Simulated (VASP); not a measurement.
Input of a VASP 6.6.1 run:

File INCAR:

```
PREC     = Accurate       # precision mode
ENCUT    = 520            # plane-wave cutoff, eV
EDIFF    = 1E-7           # SCF threshold, eV
ISMEAR   = 0              # smearing method
SIGMA    = 0.1            # smearing width, eV
LREAL    = F              # projectors in reciprocal space
LASPH    = T              # aspherical terms in the spheres
NELM     = 80             # most SCF steps
ALGO     = Normal         # electronic algorithm
ISIF     = 2              # what is computed and relaxed
LWAVE    = F              # write WAVECAR
LCHARG   = F              # write CHGCAR
GGA      = PS             # functional
NBANDS   = 22             # bands
```

KPOINTS

```
Automatic mesh
0
Gamma
  12 12 6
```

The input POSCAR:

```
Ti2O
1.0
    2.9193980238      0.0000000000      0.0000000000
   -1.4596990119      2.5282728524      0.0000000000
    0.0000000000      0.0000000000      4.7130000000
Ti O
2 1
Direct
    0.6666666667      0.3333333333      0.2787400000
    0.3333333333      0.6666666667      0.7212600000
    0.0000000000      0.0000000000      0.0000000000
```

Potentials or basis: VASP PAW PBE potentials, release 64 (Ti_sv, O).

Launch:

```console
$ cat potpaw_PBE.64/Ti_sv/POTCAR potpaw_PBE.64/O/POTCAR > POTCAR
$ mpirun -np 1 vasp_std > vasp.out
```

Q: Estimate the pressure.

A: 4.6 GPa.

Q: Estimate the band gap on the k mesh.

A: Zero (band 15 reaches 10.75 eV, above the bottom of band 16 at 9.87 eV).

Q: Predict the largest force.

A: 1.290 eV/Å.

Stress tensor (GPa, compression positive):
```
2.93 0.00 0.00
0.00 2.93 0.00
0.00 0.00 8.02
```

Caveat: the PAW data sets were made with another functional, which shifts forces and pressure a little.
